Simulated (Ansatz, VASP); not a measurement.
Ta2SiO2 in VASP and in Ansatz

```
Ta Si O
1.0
     2.92071    0.00000    0.00000
    -1.46035    2.52941    0.00000
     0.00000    0.00000    9.68365
Ta Si O
2 1 2
Cartesian
  1.4604 0.8431 6.0745
  0.0000 1.6863 3.6091
  0.0000 0.0000 0.0000
  0.0000 1.6863 7.3536
  1.4604 0.8431 2.3300
```

Alike in both runs: functional PBE; k mesh 6 × 6 × 4; occupations gaussian, width 0.1 eV; no spin polarisation.

Ansatz relaxed the structure, and its values are those at the end. VASP's run is a single point on that final structure, the one shown.

|  | VASP | Ansatz |
| --- | --- | --- |
| version | VASP 6.6.1 | Ansatz 0.2.0 |
| potentials or method | VASP PAW PBE potentials, release 64 (Ta_pv, Si, O), cutoff 520 eV | scalar-relativistic, plane waves, PAW |
| valence electrons in the cell | 38 | 42 |

|  | VASP | Ansatz | Ansatz less VASP |
| --- | --- | --- | --- |
| gap on the k mesh at the Fermi level (eV) | none | none | - |
| pressure (GPa) | 0.5 | 0.2 | -0.35 |
| rms of the force components (eV/Å) | 0.055 | 0.015 | -0.0395 |

A gap of «none» marks a metal or a gap that the smearing closes. VASP's potentials hold 38 valence electrons a cell and Ansatz's 42, so a difference there can come from the potentials and not from the codes.

The k mesh is coarse, so the values compare programs but aren't converged. Neither program's run includes spin-orbit coupling.
